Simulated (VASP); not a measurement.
N:

```
N
1.0
     0.00000    1.55381    1.55381
     1.55381    0.00000    1.55381
     1.55381    1.55381    0.00000
N
1
Direct
  0.00000 0.00000 0.00000
```

| Quantity | Value |
| --- | --- |
| Program | VASP 6.6.1 |
| Task | relaxation of volume and atoms at fixed shape |
| Functional | LDA |
| Potentials or basis | VASP PAW LDA potentials, release 64 (N) |
| Cutoff | 600 eV |
| k mesh | 12 × 12 × 12 |
| Occupations | fermi-dirac, width 0.02 eV |
| Spin | no spin polarisation |

At the start: pressure -11.5 GPa; volume 7.50 Å³/atom.

Task: Where does the relaxation end?

Result: Over 3 steps the energy falls by 16.3 meV/atom and the volume is 7.07 Å³/atom (-5.8 %); space group Fm-3m (No. 225, to 0.1 Å) before and after.

Step by step:
| step | energy change (eV) | largest force (eV/Å) | pressure (GPa) | volume (Å³) |
| --- | --- | --- | --- | --- |
| 1 | 0.0000 | 0.0000 | -11.48 | 7.50 |
| 2 | -0.0146 | 0.0000 | 4.20 | 6.93 |
| 3 | -0.0163 | 0.0000 | -0.06 | 7.07 |

Final structure:
```yaml
crystal:
  lattice:
    - [0.00000, 1.52308, 1.52308]
    - [1.52308, 0.00000, 1.52308]
    - [1.52308, 1.52308, 0.00000]
  atoms:
    - { symbol: N, position: [0.00000, 0.00000, 0.00000] }
```

Caveat: an odd number of electrons without spin polarisation forces a metal; a magnetic or distorted state may lie lower.
